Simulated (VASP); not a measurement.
# Mg3ZrN3 (Immm) in VASP: single point with PBE

Aim: the single point of Mg3ZrN3 with PBE.

Everything below comes from runs of VASP 6.6.1. Logs are shortened: lines on timing, memory, paths and dates and some standing lists are left out, and cuts for length are marked.

## (1) The cell of the first run

The structure is orthorhombic, space group Immm (No. 71). Conventional cell: a = 4.459 Å, b = 4.489 Å, c = 8.867 Å, α = 90.00°, β = 90.00°, γ = 90.00°. Within 2.8 Å of Mg (site symmetry mm2) lie 5 N at 2.09 to 2.24 Å. Mg (site symmetry mmm) has 4 N at 2.23 to 2.30 Å within 2.9 Å. Within 2.8 Å of Zr (site symmetry mmm) lie 4 N at 2.14 to 2.24 Å. Within 2.8 Å of N (site symmetry mm2) lie 1 Zr at 2.14 Å and 5 Mg at 2.24 to 2.30 Å. N (site symmetry mmm) has 4 Mg at 2.09 to 2.23 Å and 2 Zr at 2.24 Å within 2.8 Å.

## (2) Single point, PBE

The input, INCAR:

```
SYSTEM = Mg3ZrN3
ALGO = Normal
EDIFF = 1E-6
ENCUT = 520
GGA = PE
ISIF = 2
ISMEAR = 0
LASPH = .TRUE.
LCHARG = .FALSE.
LREAL = .FALSE.
LWAVE = .FALSE.
NBANDS = 26
NELM = 100
PREC = Accurate
SIGMA = 0.1
```

The input, KPOINTS:

```
k-points
0
G
  10 10 10
  0 0 0
```

The input, POSCAR:

```
Mg3ZrN3
1.0
   -2.2442557940      2.2294360822      4.4334980591
    2.2442557940     -2.2294360822      4.4334980591
    2.2442557940      2.2294360822     -4.4334980591
Mg Zr N
3 1 3
Direct
    0.2642206316      0.2642206316      0.0000000000
    0.7357793684      0.7357793684      0.0000000000
    0.0000000000      0.5000000000      0.5000000000
    0.5000000000      0.0000000000      0.5000000000
    0.2591736125      0.7591736125      0.5000000000
    0.7408263875      0.2408263875      0.5000000000
    0.5000000000      0.5000000000      0.0000000000
```

Potentials or basis: VASP PAW PBE potentials, release 64 (Mg, Zr_sv, N).

Started as:

```bash
> cat potpaw_PBE.64/Mg/POTCAR potpaw_PBE.64/Zr_sv/POTCAR potpaw_PBE.64/N/POTCAR > POTCAR
> mpirun -np 1 vasp_std > vasp.out
```

OUTCAR:

```text
SYSTEM = Mg3ZrN3
   EDIFF = 1E-6
   ENCUT = 520
   GGA = PE
   ISIF = 2
   ISMEAR = 0
   LASPH = .TRUE.
   LREAL = .FALSE.
   NELM = 100
   PREC = Accurate

 ion  position               nearest neighbor table
   1  0.264  0.264  0.000-   7 2.09   6 2.24   6 2.24   5 2.24   5 2.24   3 3.06   3 3.06   4 3.07
                             4 3.07   2 3.17   2 3.17   2 3.17   2 3.17   4 3.23   4 3.23   3 3.24
   2  0.736  0.736  0.000-   7 2.09   5 2.24   5 2.24   6 2.24   6 2.24   3 3.06   3 3.06   4 3.07
                             4 3.07   1 3.17   1 3.17   1 3.17   1 3.17   4 3.23   4 3.23   3 3.24
   3  0.000  0.500  0.500-   7 2.23   7 2.23   5 2.30   6 2.30   2 3.06   2 3.06   1 3.06   1 3.06
                             4 3.16   4 3.16   4 3.16   4 3.16   1 3.24   2 3.24   1 3.24   2 3.24
   4  0.500  0.000  0.500-   5 2.14   6 2.14   7 2.24   7 2.24   2 3.07   1 3.07   1 3.07   2 3.07
                             3 3.16   3 3.16   3 3.16   3 3.16   2 3.23   1 3.23   1 3.23   2 3.23
   5  0.259  0.759  0.500-   4 2.14   2 2.24   2 2.24   1 2.24   1 2.24   3 2.30
   6  0.741  0.241  0.500-   4 2.14   1 2.24   1 2.24   2 2.24   2 2.24   3 2.30
   7  0.500  0.500  0.000-   1 2.09   2 2.09   3 2.23   3 2.23   4 2.24   4 2.24

  LATTYP: Found a body centered orthorhombic cell.
 ALAT       =     4.4588721644
 B/A-ratio  =     1.0066472916
 C/A-ratio  =     1.9886185993

  Lattice vectors:

 A1 = (   2.2442557940,  -2.2294360822,  -4.4334980591)
 A2 = (  -2.2442557940,   2.2294360822,  -4.4334980591)
 A3 = (   2.2442557940,   2.2294360822,   4.4334980591)

Analysis of symmetry for initial positions (statically):
=====================================================================
 Subroutine PRICEL returns:
 Original cell was already a primitive cell.

 Routine SETGRP: Setting up the symmetry group for a
 body centered orthorhombic supercell.

 Subroutine GETGRP returns: Found  8 space group operations
 (whereof  8 operations were pure point group operations)
 out of a pool of  8 trial point group operations.

The static configuration has the point symmetry D_2h.

Analysis of symmetry for dynamics (positions and initial velocities):
=====================================================================
 Subroutine PRICEL returns:
 Original cell was already a primitive cell.

 Routine SETGRP: Setting up the symmetry group for a
 body centered orthorhombic supercell.

 Subroutine GETGRP returns: Found  8 space group operations
 (whereof  8 operations were pure point group operations)
 out of a pool of  8 trial point group operations.

The dynamic configuration has the point symmetry D_2h.

 Subroutine INISYM returns: Found  8 space group operations
 (whereof  8 operations are pure point group operations),
 and found     1 'primitive' translations

----------------------------------------------------------------------------------------

                                     Primitive cell

  volume of cell :      88.7307

  direct lattice vectors                    reciprocal lattice vectors
    -2.244255794  2.229436082  4.433498059     0.000000000  0.224271960  0.112777764
     2.244255794 -2.229436082  4.433498059     0.222791003  0.000000000  0.112777764
     2.244255794  2.229436082 -4.433498059     0.222791003  0.224271960  0.000000000

  length of vectors
     5.446372587  5.446372587  5.446372587     0.251031345  0.249709141  0.316122987

  position of ions in fractional coordinates (direct lattice)
     0.264220632  0.264220632  0.000000000
     0.735779368  0.735779368  0.000000000
     0.000000000  0.500000000  0.500000000
     0.500000000  0.000000000  0.500000000
     0.259173612  0.759173612  0.500000000
     0.740826388  0.240826388  0.500000000
     0.500000000  0.500000000  0.000000000

  ion indices of the primitive-cell ions
   primitive index   ion index
                 1           1
                 2           2
                 3           3
                 4           4
                 5           5
                 6           6
                 7           7

----------------------------------------------------------------------------------------

 KPOINTS: k-points

Automatic generation of k-mesh.
 Grid dimensions read from file:
 generate k-points for:   10   10   10

 Generating k-lattice:

  Cartesian coordinates                     Fractional coordinates (reciprocal lattice)
     0.000000000  0.022427196  0.011277776     0.100000000  0.000000000 -0.000000000
     0.022279100  0.000000000  0.011277776     0.000000000  0.100000000 -0.000000000
     0.022279100  0.022427196  0.000000000     0.000000000  0.000000000  0.100000000

  Length of vectors
     0.025103135  0.024970914  0.031612299

  Shift w.r.t. Gamma in fractional coordinates (k-lattice)
     0.000000000  0.000000000  0.000000000

 Subroutine IBZKPT returns following result:
 ===========================================

 Found    171 irreducible k-points:

 Following reciprocal coordinates:
            Coordinates               Weight
  0.000000  0.000000  0.000000      1.000000
  0.100000 -0.000000  0.000000      4.000000
  0.200000 -0.000000  0.000000      4.000000
  0.300000 -0.000000  0.000000      4.000000
  0.400000 -0.000000  0.000000      4.000000
  0.500000  0.000000 -0.000000      2.000000
[... 16 lines left out ...]
 -0.400000  0.200000 -0.000000      8.000000
 -0.300000  0.200000 -0.000000      8.000000
 [... further k-points ...]
   k-points           NKPTS =    171   k-points in BZ     NKDIM =    171   number of bands    NBANDS=     26
   number of dos      NEDOS =    301   number of ions     NIONS =      7
   total plane-waves  NPLWV =  74088
   dimension x,y,z NGX =    42 NGY =   42 NGZ =   42
   dimension x,y,z NGXF=    84 NGYF=   84 NGZF=   84
   ions per type =               3   1   3
   NGX,Y,Z   is equivalent  to a cutoff of  12.82, 12.82, 12.82 a.u.
   NGXF,Y,Z  is equivalent  to a cutoff of  25.64, 25.64, 25.64 a.u.
 SYSTEM =  Mg3ZrN3
   PREC   = accura    normal or accurate (medium, high low for compatibility)
   ISTART =      0    job   : 0-new  1-cont  2-samecut
   ICHARG =      2    charge: 1-file 2-atom 10-const
   ISPIN  =      1    spin polarized calculation?
   LNONCOLLINEAR =      F non collinear calculations
   LSORBIT =      F    spin-orbit coupling
   LASPH  =      T    aspherical Exc in radial PAW
   ENCUT  =  520.0 eV  38.22 Ry    6.18 a.u.  10.13 10.13 10.13*2*pi/ulx,y,z
   NELM   =    100;   NELMIN=  2; NELMDL= -5     # of ELM steps
   EDIFF  = 0.1E-05   stopping-criterion for ELM
   LREAL  =      F    real-space projection
   EDIFFG = 0.1E-04   stopping-criterion for IOM
   NSW    =      0    number of steps for IOM
   IBRION =     -1    ionic relax: 0-MD 1-quasi-New 2-CG
   NFREE  =      0    steps in history (QN), initial steepest desc. (CG)
   ISIF   =      2    stress and relaxation
   ISYM   =      2    0-nonsym 1-usesym 2-fastsym
   POTIM  = 0.5000    time-step for ionic-motion
   TEBEG  =    0.0;   TEEND  =   0.0 temperature during run
   PSTRESS=    0.0 pullay stress
   NELECT =      33.0000    total number of electrons
   NUPDOWN=      -1.0000    fix difference up-down
   EMIN   =  10.00;   EMAX   =-10.00  energy-range for DOS
   EFERMI =   0.00;   METHOD = LEGACY
   ISMEAR =     0;   SIGMA  =   0.10  broadening in eV -4-tet -1-fermi 0-gaus
   EFERMI_NEDOS =   21; number of points for ismear=-14 and -15
   IALGO  =     38    algorithm
   IMIX   =      4    mixing-type and parameters
     AMIX     =   0.40;   BMIX     =  1.00
     AMIX_MAG =   1.60;   BMIX_MAG =  1.00
  volume/ion in A,a.u.               =      12.68        85.54
  Fermi-wavevector in a.u.,A,eV,Ry     =   1.177303  2.224780 18.858245  1.386042
  Thomas-Fermi vector in A             =   2.313652
   LORBIT       =      0    0 simple, 1 ext, 2 COOP (PROOUT), +10 PAW based schemes
   GGA     = PE    functional components
   LHFCALC =     F    Hartree Fock is set to
   AEXX    =    0.0000 exact exchange contribution
   IVDW    =     0    specifies the selected vdW correction
   LEPSILON=     F    determine dielectric tensor
   LRPA    =     F    only Hartree local field effects (RPA)
 non-spin polarized calculation
 Gauss-broadening in eV      SIGMA  =   0.10
  energy-cutoff  :      520.00
  volume of cell :       88.73
 maximum number of plane-waves:      2414
 NGX is ok and might be reduce to    42
   NGX = 21   NGY = 21   NGZ = 21

 number of electron      32.9999999 magnetization

 Free energy of the ion-electron system (eV)
  ---------------------------------------------------
  ext. energy  EPLUGINS =         0.00000000
  ---------------------------------------------------
  free energy    TOTEN  =       -43.51242519 eV

  energy without entropy =      -43.50198724  energy(sigma->0) =      -43.50720622

 E-fermi :   5.0813     XC(G=0): -10.6232

 val. band max:        5.0697817236   @ k =  -0.4000  -0.3000   0.2000
 cond. band min:       5.0883452218   @ k =  -0.2000  -0.2000   0.2000
 fundamental gap:      0.0185634983
 Fermi energy:         5.0812797224

 k-point     1 :       0.0000    0.0000    0.0000
  band No.  band energies     occupation
      1     -43.2037      2.00000
      2     -21.4621      2.00000
      3     -21.3058      2.00000
      4     -21.2342      2.00000
      5      -8.8036      2.00000
      6      -7.5338      2.00000
[... 18 lines left out ...]
     25      12.2527      0.00000
     26      12.6617      0.00000

 k-point     2 :       0.1000   -0.0000    0.0000
  band No.  band energies     occupation
      1     -43.2036      2.00000
      2     -21.4639      2.00000
      3     -21.3057      2.00000
      4     -21.2345      2.00000
      5      -8.7617      2.00000
      6      -7.5357      2.00000
[... 18 lines left out ...]
     25      12.2826      0.00000
[... 608 lines left out ...]
     25      13.0556      0.00000
     26      14.1107      0.00000

 k-point    24 :      -0.3000    0.2000   -0.0000
  band No.  band energies     occupation
      1     -43.2030      2.00000
      2     -21.4734      2.00000
      3     -21.3281      2.00000
      4     -21.2345      2.00000
      5      -8.3275      2.00000
      6      -7.4160      2.00000
[... 18 lines left out ...]
     25      13.2092      0.00000
     26      13.7076      0.00000

 [... further k-points ...]

------------------------ aborting loop because EDIFF is reached ----------------------------------------

  FORCE on cell =-STRESS in cart. coord.  units (eV):
  Direction    XX          YY          ZZ          XY          YZ          ZX
  --------------------------------------------------------------------------------------
  -------------------------------------------------------------------------------------
  Total       -0.1506432     -0.2325933     -0.0565156      0.0000000      0.0000000      0.0000000
  in kB       -2.7201091     -4.1998502     -1.0204806      0.0000000      0.0000000      0.0000000
  external PRESSURE =      -2.6468133 kB  Pullay stress =       0.0000000 kB

 VOLUME and BASIS-vectors are now :
 -----------------------------------------------------------------------------
  energy-cutoff  :      520.00
  volume of cell :       88.73
      direct lattice vectors                 reciprocal lattice vectors
    -2.244255794  2.229436082  4.433498059     0.000000000  0.224271960  0.112777764
     2.244255794 -2.229436082  4.433498059     0.222791003  0.000000000  0.112777764
     2.244255794  2.229436082 -4.433498059     0.222791003  0.224271960  0.000000000

 POSITION                                       TOTAL-FORCE (eV/Angst)
 -----------------------------------------------------------------------------------
      0.00000      0.00000      2.34284         0.000000      0.000000      0.006400
      0.00000      0.00000      6.52415         0.000000     -0.000000     -0.006400
      2.24426      0.00000      0.00000         0.000000     -0.000000      0.000000
      0.00000      2.22944      0.00000         0.000000     -0.000000      0.000000
      2.24426      0.00000      2.29809        -0.000000      0.000000     -0.034974
      0.00000      2.22944      2.13541         0.000000      0.000000      0.034974
      0.00000      0.00000      4.43350         0.000000     -0.000000      0.000000
 -----------------------------------------------------------------------------------
    total drift:                               -0.000000      0.000000      0.000000

  FREE ENERGIE OF THE ION-ELECTRON SYSTEM (eV)
  ---------------------------------------------------
  free  energy   TOTEN  =       -43.5124251926 eV

  energy  without entropy=      -43.5019872414  energy(sigma->0) =      -43.50720622
```

Wall time 6 min (1 thread of Intel Xeon 6975P-C (Granite Rapids), shared host); peak memory 0.53 GiB.

Results:

* Free energy: -43.5124 eV
* Pressure: -0.3 GPa
* Largest force: 0.035 eV/Å
* Band gap on the k mesh: zero (an odd number of electrons rules out a gap without spin polarisation)

Forces on the atoms (eV/Å):
```
Mg   0.000  0.000  0.006
Mg   0.000  0.000 -0.006
Mg   0.000  0.000  0.000
Zr   0.000  0.000  0.000
N    0.000  0.000 -0.035
N    0.000  0.000  0.035
N    0.000  0.000  0.000
```

Levels at points of the mesh, in eV from the Fermi level:
| k point | band 15 | band 16 | band 17 | band 18 | band 19 | band 20 |
| --- | --- | --- | --- | --- | --- | --- |
| (0.00, 0.00, 0.00) | -0.54 | -0.21 | -0.12 | 1.37 | 3.75 | 3.81 |
| (0.50, 0.00, 0.00) | -0.60 | -0.09 | 0.58 | 1.82 | 1.86 | 3.02 |
| (0.00, 0.50, 0.00) | -1.56 | -1.52 | -0.15 | 3.52 | 3.97 | 3.98 |
| (0.50, 0.50, 0.00) | -0.29 | -0.03 | 0.79 | 2.07 | 2.84 | 3.32 |
| (0.50, 0.50, 0.50) | -1.02 | -0.56 | -0.31 | 1.55 | 2.72 | 2.76 |
